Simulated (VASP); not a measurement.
Input of a VASP 6.6.1 run:

POSCAR

```
Si
1.0
   -2.4899409197      2.4899409197      1.3292653899
    2.4899409197     -2.4899409197      1.3292653899
    2.4899409197      2.4899409197     -1.3292653899
Si
2
Direct
    0.2500000000      0.7500000000      0.5000000000
    0.5000000000      0.5000000000      0.0000000000
```

Contents of INCAR.step1:

```
SYSTEM = Si
ALGO = Normal ; EDIFF = 1E-4
ENCUT = 520 ; GGA = PE
ISMEAR = 0 ; LASPH = .TRUE.
LCHARG = .FALSE. ; LREAL = .FALSE.
LWAVE = .TRUE. ; NBANDS = 11
NELM = 80 ; PREC = Accurate
SIGMA = 0.15
```

The input INCAR.step2:

```
SYSTEM = Si
ALGO = Normal ; EDIFF = 1E-6
ENCUT = 520 ; ISIF = 2
ISMEAR = 0 ; ISTART = 1
LASPH = .TRUE. ; LCHARG = .FALSE.
LMIXTAU = .TRUE. ; LREAL = .FALSE.
LWAVE = .FALSE. ; METAGGA = R2SCAN
NBANDS = 11 ; NELM = 80
PREC = Accurate ; SIGMA = 0.15
```

Contents of KPOINTS:

```
k-points
0
G
  20 20 20
  0 0 0
```

Potentials or basis: VASP PAW PBE potentials, release 64 (Si).

Run with:

```bash
$ cat potpaw_PBE.64/Si/POTCAR > POTCAR
$ cp INCAR.step1 INCAR
$ mpirun -np 1 vasp_std > vasp.out
$ cp INCAR.step2 INCAR
$ mpirun -np 1 vasp_std > vasp.out
```

Q: Predict the band gap on the k mesh.

A: Zero (bands 4 and 5 overlap by 5.83 eV).

Q: Predict the pressure.

A: -7.6 GPa.

Stress tensor (GPa, compression positive):
```
-8.53  0.00  0.00
 0.00 -8.53  0.00
 0.00  0.00 -5.59
```

Caveat: the cell differs from its parent crystal (strain +0.050 along x and y, +0.000 along z); the cell stands under tension; the PAW data sets were made with another functional, which shifts forces and pressure a little.
